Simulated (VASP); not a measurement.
TaN, 6 atoms in the cell. The structure is hexagonal, space group P6/mmm (No. 191). Conventional cell: a = 5.234 Å, b = 5.234 Å, c = 2.927 Å, α = 90.00°, β = 90.00°, γ = 120.00°. Ta (site symmetry 6/mmm) has 6 N at 2.62 Å and 14 Ta at 2.93 to 3.36 Å within 3.5 Å. Ta (site symmetry -6m2) has 6 N at 2.10 Å within 2.8 Å. Within 2.8 Å of N (site symmetry mmm) lie 6 Ta at 2.10 to 2.62 Å and 4 N at 2.62 Å.  This cell differs from its parent crystal: volume scaled by 1.02.

| Property | Result |
| --- | --- |
| Program | VASP 6.6.1 |
| Task | relaxation of shape and atoms at fixed volume |
| Functional | PBEsol |
| Potentials or basis | VASP PAW PBE potentials, release 64 (Ta_pv, N) |
| Cutoff | 600 eV |
| k mesh | 6 × 6 × 8 |
| Occupations | gaussian, width 0.05 eV |
| Spin | collinear spin, ferrimagnetic start |
| Starting moments | [0.05, -0.05, -0.05, 0.0, 0.0, 0.0] μB |
| Dipole correction | no |
| Further INCAR settings | ALGO = Normal; EDIFF = 1e-06; IBRION = 2; EDIFFG = -0.01; NSW = 60; ISIF = 4 |

Potentials or basis: VASP PAW PBE potentials, release 64 (Ta_pv, N).

Command:

```sh
$ cat potpaw_PBE.64/Ta_pv/POTCAR potpaw_PBE.64/N/POTCAR > POTCAR
$ mpirun -np 1 vasp_std > vasp.out
```

Hardware: 1 thread of AMD EPYC 7R13 (shared host).

Task: How long does it take, and how much memory?

Result: Run time: 10 min on 1 thread of AMD EPYC 7R13, with other jobs on the host, peak memory 0.28 GiB. Counts: scf iterations 26, k points 35, ion steps 3.
